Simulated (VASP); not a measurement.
Crystal: SnO2.

```
CELL_PARAMETERS angstrom
0.00000 2.57415 2.57415
2.57415 0.00000 2.57415
2.57415 2.57415 0.00000
ATOMIC_POSITIONS crystal
Sn 0.00000 0.00000 0.00000
O 0.75000 0.75000 0.75000
O 0.25000 0.25000 0.25000
```

Base run:

| Property | Result |
| --- | --- |
| Program | VASP 6.6.1 |
| Functional | PBEsol |
| Potentials or basis | VASP PAW PBE potentials, release 64 (Sn_d, O) |
| Cutoff | 520 eV |
| k mesh | 7 × 7 × 7 |
| Occupations | fermi-dirac, width 0.05 eV |
| Spin | non-collinear spin, zero start, spin-orbit coupling |
| Starting moments | [[0.0, 0.0, 0.0], [0.0, 0.0, 0.0], [0.0, 0.0, 0.0]] μB |

Its results: pressure -6.5 GPa; net moment 0.00 μB per cell.

The run is repeated on the same cell with these changes: functional from PBEsol to LDA; potentials or basis from VASP PAW PBE potentials, release 64 (Sn_d, O) to VASP PAW LDA potentials, release 64 (Sn_d, O). What comes out?

Pressure -11.4 GPa; net moment 0.00 μB per cell.

Caveats: the cell stands under tension; the PAW data sets were made with another functional, which shifts forces and pressure a little (at least some runs).
